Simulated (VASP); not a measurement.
Here is a VASP 6.6.1 calculation.

The input INCAR:

```
SYSTEM = TiO2
ALGO     = Normal         ! electronic algorithm
EDIFF    = 1E-6           ! SCF threshold, eV
ENCUT    = 1340           ! plane-wave cutoff, eV
GGA_COMPAT= .FALSE.      
ISIF     = 2              ! what is computed and relaxed
ISMEAR   = 0              ! smearing method
LASPH    = .TRUE.         ! aspherical terms in the spheres
LCHARG   = .FALSE.        ! write CHGCAR
LREAL    = .FALSE.        ! projectors in reciprocal space
LWAVE    = .FALSE.        ! write WAVECAR
NBANDS   = 33             ! bands
NELM     = 120            ! most SCF steps
PREC     = Accurate       ! precision mode
SIGMA    = 0.01           ! smearing width, eV
```

Contents of KPOINTS:

```
k-points
0
G
  8 8 8
  0 0 0
```

POSCAR

```
TiO2
1.0
   -1.8665279463      1.8665279463      4.6930042805
    1.8665279463     -1.8665279463      4.6930042805
    1.8665279463      1.8665279463     -4.6930042805
Ti O
2 4
Direct
    0.0000000000      0.0000000000      0.0000000000
    0.7500000000      0.2500000000      0.5000000000
    0.2081000000      0.2081000000      0.0000000000
    0.9581000000      0.4581000000      0.5000000000
    0.5419000000      0.0419000000      0.5000000000
    0.7919000000      0.7919000000      0.0000000000
```

Potentials or basis: VASP PAW LDA potentials, release 64 (Ti_sv, O_h).

Run with:

```console
$ cat potpaw_LDA.64/Ti_sv/POTCAR potpaw_LDA.64/O_h/POTCAR > POTCAR
$ mpirun -np 1 vasp_std > vasp.out
```

(1) What does it give for the band gap on the k mesh?

(2) What does it give for the pressure?

Answers

(1) 2.12 eV (least direct gap 2.43 eV).

(2) 3.6 GPa.

Caveat: the cell stands under pressure.
